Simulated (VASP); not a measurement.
# NiO2: single point with PBEsol

Crystal: NiO2.

```
CELL_PARAMETERS angstrom
2.74782 0.00000 0.00000
-1.37391 2.37968 0.00000
0.00000 0.00000 5.10436
ATOMIC_POSITIONS crystal
Ni 0.00000 0.00000 0.50000
O 0.66667 0.33333 0.66252
O 0.33333 0.66667 0.33748
```

This cell differs from its parent crystal: c/a of the conventional cell at fixed volume 1.8576.

| Item | Value |
| --- | --- |
| Program | VASP 6.6.1 |
| Task | single point |
| Functional | PBEsol |
| Potentials or basis | VASP PAW PBE potentials, release 64 (Ni, O) |
| Cutoff | 520 eV |
| k mesh | 12 × 12 × 6 |
| Occupations | gaussian, width 0.05 eV |
| Spin | no spin polarisation |
| Dipole correction | no |
| Further INCAR settings | ALGO = Normal; EDIFF = 1e-07; NBANDS = 18 |

```json
{"Pressure": "23.9 GPa", "Largest force": "2.743 eV/Å", "Band gap on the k mesh": "1.15 eV, indirect (least direct gap 1.61 eV)"}
```

Forces on the atoms (eV/Å):
```
Ni   0.000  0.000  0.000
O    0.000  0.000  2.743
O    0.000  0.000 -2.743
```

Stress tensor (GPa, compression positive):
```
25.09  0.00  0.00
 0.00 25.09  0.00
 0.00  0.00 21.59
```

Levels at points of the mesh, in eV from the valence-band top:
```csv
k point,band 9,band 10,band 11,band 12,band 13,band 14
"(0.00, 0.00, 0.00)",-1.48,-1.48,-0.17,2.59,2.59,7.42
"(0.50, 0.00, 0.00)",-2.05,-2.04,-1.17,1.65,2.50,12.68
"(0.00, 0.00, 0.50)",-1.48,-1.48,-0.01,2.60,2.60,8.75
"(0.50, 0.00, 0.50)",-2.05,-1.86,-1.21,1.64,2.49,11.79
```

It took 40 s on 1 thread of Intel(R) Xeon(R) Platinum 8488C (Sapphire Rapids), on a shared host, peak memory 0.18 GiB.

Caveat: the PAW data sets were made with another functional, which shifts forces and pressure a little. A k mesh can miss the band edges.
